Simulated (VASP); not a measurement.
Input of a VASP 6.6.1 run:

INCAR

```
ALGO = Normal
EDIFF = 1E-7
ENCUT = 520
GGA = PE
ISIF = 2
ISMEAR = 0
LASPH = True
LCHARG = False
LREAL = False
LWAVE = False
NBANDS = 12
NELM = 100
PREC = Accurate
SIGMA = 0.15
```

The input KPOINTS:

```
k-points
0
Gamma
  10 10 10
```

Contents of POSCAR:

```
Ag
1.0
    0.0000000000      2.0737465000      2.0431000000
    2.0737465000      0.0000000000      2.0431000000
    2.0737465000      2.0737465000      0.0000000000
Ag
1
Direct
    0.0000000000      0.0000000000      0.0000000000
```

Potentials or basis: VASP PAW PBE potentials, release 64 (Ag).

Launch:

```console
$ cat potpaw_PBE.64/Ag/POTCAR > POTCAR
$ mpirun -np 1 vasp_std > vasp.out
```

Q: What does it give for the pressure?

A: 1.6 GPa.

Stress tensor (GPa, compression positive):
```
1.48 0.00 0.00
0.00 1.48 0.00
0.00 0.00 1.80
```

Caveat: the cell differs from its parent crystal (strain +0.015 along x and y, +0.000 along z).
